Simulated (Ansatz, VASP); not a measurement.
**One calculation of H, two programs**

INCAR

```
SYSTEM = H
ALGO = Normal
EDIFF = 1E-6
ENCUT = 500
GGA = PS
GGA_COMPAT = .FALSE.
ISIF = 2
ISMEAR = 0
LASPH = .TRUE.
LCHARG = .FALSE.
LREAL = .FALSE.
LWAVE = .FALSE.
NBANDS = 6
NELM = 120
PREC = Accurate
SIGMA = 0.1
```

KPOINTS

```
k-points
0
G
  8 8 22
  0 0 0
```

The input POSCAR:

```
H
1.0
    2.6496387389      0.0000000000      0.0000000000
    0.0000000000      2.6496387389      0.0000000000
    0.0000000000      0.0000000000      0.9804929200
H
1
Direct
    0.0000000000      0.0000000000      0.5000000000
```

Input for Ansatz:

```yaml
crystal:
  lattice:
    - [2.6496387389, 0.0, 0.0]
    - [0.0, 2.6496387389, 0.0]
    - [0.0, 0.0, 0.98049292]
  atoms:
    - { symbol: H, position: [0.0, 0.0, 0.5] }
basis:
  ecutwfc: 420
kpoints:
  mp_grid: { grid: [8, 8, 22] }
hamiltonian:
  xc: pbesol
scf:
  occupations: { method: gaussian, width: 0.1 }
  lower_state_search: "off"
  eigensolver: { mixed_precision: false }
  max_iter: 62
output:
  forces: true
  stress: true
  eigenvalues: true
```

Alike in both runs: task single point; functional PBEsol; k mesh 8 × 8 × 22; occupations gaussian, width 0.1 eV; no spin polarisation.

|  | VASP | Ansatz |
| --- | --- | --- |
| version | VASP 6.6.1 | Ansatz 0.2.0 |
| potentials or method | VASP PAW PBE potentials, release 64 (H), cutoff 500 eV | scalar-relativistic, plane waves, PAW |
| valence electrons in the cell | 1 | 1 |

Ansatz gave:

```
pressure (GPa)                                                : 1.7
traceless stress, the component that is largest in VASP (GPa) : 0.12
```

Question: What did VASP give for the same quantities?

Answer: Pressure (GPa): 1.4; traceless stress, the component that is largest in VASP (GPa): 0.20.

VASP's potentials were made for PBE, not for PBEsol.
